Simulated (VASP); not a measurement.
A run of VASP 6.6.1:

File POSCAR:

```
Hf
1.0
   -1.8050000000      1.8185375000      1.8185375000
    1.8050000000     -1.7914625000      1.7914625000
    1.8050000000      1.7914625000     -1.7914625000
Hf
1
Direct
    0.0000000000      0.0000000000      0.0000000000
```

INCAR.step1

```
SYSTEM = Hf
ALGO = Normal
EDIFF = 1E-4
ENCUT = 520
GGA = PE
ISMEAR = 0
LASPH = .TRUE.
LCHARG = .FALSE.
LREAL = .FALSE.
LWAVE = .TRUE.
NBANDS = 11
NELM = 60
PREC = Accurate
SIGMA = 0.15
```

File INCAR.step2:

```
SYSTEM = Hf
ALGO = Normal
EDIFF = 1E-7
ENCUT = 520
ISIF = 2
ISMEAR = 0
ISTART = 1
LASPH = .TRUE.
LCHARG = .FALSE.
LMIXTAU = .TRUE.
LREAL = .FALSE.
LWAVE = .FALSE.
METAGGA = R2SCAN
NBANDS = 11
NELM = 60
PREC = Accurate
SIGMA = 0.15
```

Contents of KPOINTS:

```
k-points
0
G
  18 18 18
  0 0 0
```

Potentials or basis: VASP PAW PBE potentials, release 64 (Hf_pv).

Run with:

```sh
$ cat potpaw_PBE.64/Hf_pv/POTCAR > POTCAR
$ cp INCAR.step1 INCAR
$ mpirun -np 1 vasp_std > vasp.out
$ cp INCAR.step2 INCAR
$ mpirun -np 1 vasp_std > vasp.out
```

Hardware: 1 thread of Intel(R) Xeon(R) Platinum 8375C CPU @ 2.90GHz (Ice Lake), on a shared host.

How long does it take, and how much memory?

Wall time 11 min on 1 thread of Intel(R) Xeon(R) Platinum 8375C CPU @ 2.90GHz (Ice Lake), with other jobs on the host, peak memory 0.34 GiB. Counts: k points 865.
